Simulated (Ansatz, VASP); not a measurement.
In2C: VASP beside Ansatz

The input INCAR:

```
SYSTEM = In2C
  ALGO = Normal
  EDIFF = 1E-7
  ENCUT = 520
  GGA = PE
  ISIF = 2
  ISMEAR = 0
  LASPH = .True.
  LCHARG = .False.
  LREAL = .False.
  LWAVE = .False.
  NBANDS = 22
  NELM = 60
  PREC = Accurate
  SIGMA = 0.1
```

The input KPOINTS:

```
k-points
0
Gamma
  4 4 4
  0 0 0
```

The input POSCAR:

```
In2C
1.0
    0.0000000000      3.2645178500      3.2645178500
    3.2645178500      0.0000000000      3.2645178500
    3.2645178500      3.2645178500      0.0000000000
In C
2 1
Direct
    0.2500000000      0.2500000000      0.2500000000
    0.7500000000      0.7500000000      0.7500000000
    0.0000000000      0.0000000000      0.0000000000
```

Input for Ansatz:

```yaml
crystal:
  lattice:
    - [0.0, 3.26451785, 3.26451785]
    - [3.26451785, 0.0, 3.26451785]
    - [3.26451785, 3.26451785, 0.0]
  atoms:
    - { symbol: In, position: [0.25, 0.25, 0.25] }
    - { symbol: In, position: [0.75, 0.75, 0.75] }
    - { symbol: C, position: [0.0, 0.0, 0.0] }
basis:
  ecutwfc: 420
kpoints:
  mp_grid: { grid: [4, 4, 4] }
hamiltonian:
  xc: pbe
scf:
  occupations: { method: gaussian, width: 0.1 }
  lower_state_search: "off"
output:
  forces: true
  stress: true
  eigenvalues: true
```

Change from the starting cell: species swapped into the Al2Pt type (Fm-3m, No. 225).

Alike in both runs: task single point; functional PBE; k mesh 4 × 4 × 4; occupations gaussian, width 0.1 eV; no spin polarisation.

|  | VASP | Ansatz |
| --- | --- | --- |
| version | VASP 6.6.1 | Ansatz 0.2.0 |
| potentials or method | VASP PAW PBE potentials, release 64 (In_d, C), cutoff 520 eV | scalar-relativistic, plane waves, PAW |
| valence electrons in the cell | 30 | 30 |

```tsv
	VASP	Ansatz	Ansatz less VASP
gap on the k mesh at the Fermi level (eV)	none	none	-
pressure (GPa)	-8.0	-8.0	+0.01
```

A gap of «none» marks a metal or a gap that the smearing closes.

The k mesh is coarse, so the values compare programs but aren't converged.
